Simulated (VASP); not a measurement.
Write the native input for VASP 6.6.1 that does the following.

```yaml
Task: single point
Functional: PBE
Potentials_or_basis: VASP PAW PBE potentials, release 64 (Al, O)
Cutoff: 520 eV
k_mesh: 1 × 1 × 1
Occupations: fermi-dirac, width 0.2232 eV
Spin: no spin polarisation
Dipole_correction: no
Further_INCAR_settings: ALGO = Normal; EDIFF = 1e-06; NBANDS = 64; ISYM = 0
```

The structure of Al2O3 lies in POSCAR:

```
Al2O3
1.0
    5.7104520000      0.0137290000     -0.0021660000
    0.0137290000      5.8090040000      0.1390750000
   -0.0021660000      0.1390750000      5.7076010000
Al O
8 12
Direct
    0.7454587948      0.6769153266      0.8790563084
    0.4844341575      0.3449340659      0.1290874361
    0.3708787167      0.2139826195      0.6633781322
    0.9289866744      0.2112292011      0.8932494552
    0.1715496083      0.7890263330      0.8681191518
    0.8352989168      0.9423421272      0.3807873091
    0.9880048585      0.4851606428      0.4806512057
    0.4290402378      0.7745358137      0.3764017024
    0.7303472836      0.6919680161      0.4954455437
    0.6258194106      0.3363245818      0.7950622659
    0.3715323337      0.8783923958      0.6426625331
    0.9855817079      0.1915339441      0.6226244944
    0.8653880222      0.9282559169     -0.0236436922
    0.7961819086      0.4467680896      0.1718612177
    0.2148199224      0.2027649607      0.0196747746
    0.0112277535      0.5801761393      0.7695224881
    0.5655614474      0.0465156638      0.2895252910
    1.1252979922      0.7987333444      0.3411726846
    0.3457533545      0.4270962293      0.4079126228
    0.4501769161      0.6667389435      0.0537072169
```

These files were run (other wordings do the same):

INCAR

```
SYSTEM = Al2O3
  PREC = Accurate
  ENCUT = 520
  EDIFF = 1E-6
  ISMEAR = -1
  SIGMA = 0.2232
  LREAL = .False.
  LASPH = .True.
  NELM = 120
  ALGO = Normal
  ISIF = 2
  LWAVE = .False.
  LCHARG = .True.
  GGA = PE
  LELF = .True.
  LVHAR = .True.
  ISYM = 0
  NBANDS = 64
  GGA_COMPAT = .False.
```

KPOINTS

```
Automatic mesh
0
Gamma
  1 1 1
  0 0 0
```

Potentials or basis: VASP PAW PBE potentials, release 64 (Al, O).

Command:

```sh
$ cat potpaw_PBE.64/Al/POTCAR potpaw_PBE.64/O/POTCAR > POTCAR
$ mpirun -np 1 vasp_gam > vasp.out
```

It gave:

* Pressure: 9.5 GPa
* Largest force: 8.323 eV/Å
* Band gap on the k mesh: 3.14 eV

Caveat: the k points lie up to 1.10 Å⁻¹ apart.

Wall time 31 s on 1 thread of Intel(R) Xeon(R) 6975P-C (Granite Rapids), with other jobs on the host, peak memory 0.25 GiB.
